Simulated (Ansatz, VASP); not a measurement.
## Two plane-wave programs on BeCd3S2

```
Be Cd S
1.0
     6.93528    0.00000    0.00000
    -3.46764    6.00613    0.00000
     0.00000    0.00000    3.70366
Be Cd S
1 3 2
Direct
  0.00000 0.00000 0.00000
  0.00000 0.50000 0.50000
  0.50000 0.50000 0.50000
  0.50000 0.00000 0.50000
  0.66667 0.33333 0.00000
  0.33333 0.66667 0.00000
```

Change from the starting cell: species swapped into the TbAl3Cu2 type (P6/mmm, No. 191).

Alike in both runs: task relaxation of cell and atoms; functional PBE; k mesh 3 × 3 × 6; occupations gaussian, width 0.1 eV; no spin polarisation.

|  | VASP | Ansatz |
| --- | --- | --- |
| version | VASP 6.6.1 | Ansatz 0.2.0 |
| potentials or method | VASP PAW PBE potentials, release 64 (Be, Cd, S), cutoff 600 eV | scalar-relativistic, plane waves, PAW |
| valence electrons in the cell | 50 | 74 |

```csv
,VASP,Ansatz,Ansatz less VASP
"gap on the k mesh at the Fermi level, each at its own relaxed structure (eV)",none,none,-
relaxed volume (Å³/atom),25.49,25.47,-0.026
relaxed cell length with the largest relative difference (Å),3.784,3.773,-0.0107
```

A gap of «none» marks a metal or a gap that the smearing closes. VASP's potentials hold 50 valence electrons a cell and Ansatz's 74, so a difference there can come from the potentials and not from the codes.
